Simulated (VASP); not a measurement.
A run of VASP 6.6.1:

INCAR

```
PREC = Accurate
ENCUT = 520
EDIFF = 1E-6
ISMEAR = 0
SIGMA = 0.15
LREAL = F
LASPH = T
NELM = 150
ALGO = Normal
ISIF = 2
LWAVE = F
LCHARG = T
ISPIN = 2
MAGMOM = 0.4 0.4
LORBIT = 11
NUPDOWN = 0.8
LMAXMIX = 4
LELF = T
LVHAR = T
NBANDS = 20
```

File KPOINTS:

```
regular mesh
0
Gamma
  21 21 12
```

File POSCAR:

```
Ir
1.0
    2.5320989223      0.0000000000      0.0000000000
   -1.2660494611      2.1928619916      0.0000000000
    0.0000000000      0.0000000000      4.1055058928
Ir
2
Direct
    0.6666666667      0.3333333333      0.7500000000
    0.3333333333      0.6666666667      0.2500000000
```

Potentials or basis: VASP PAW LDA potentials, release 64 (Ir).

The run is started by

```bash
$ cat potpaw_LDA.64/Ir/POTCAR > POTCAR
$ mpirun -np 1 vasp_std > vasp.out
```

Hardware: 1 thread of AMD EPYC 9R45 96-Core Processor (Zen 5) (shared host).

**Question.** Estimate the wall time of this run.

**Answer.** It took 96 s on 1 thread of AMD EPYC 9R45 96-Core Processor (Zen 5), on a shared host, peak memory 0.27 GiB. Counts: scf iterations 12, k points 336.
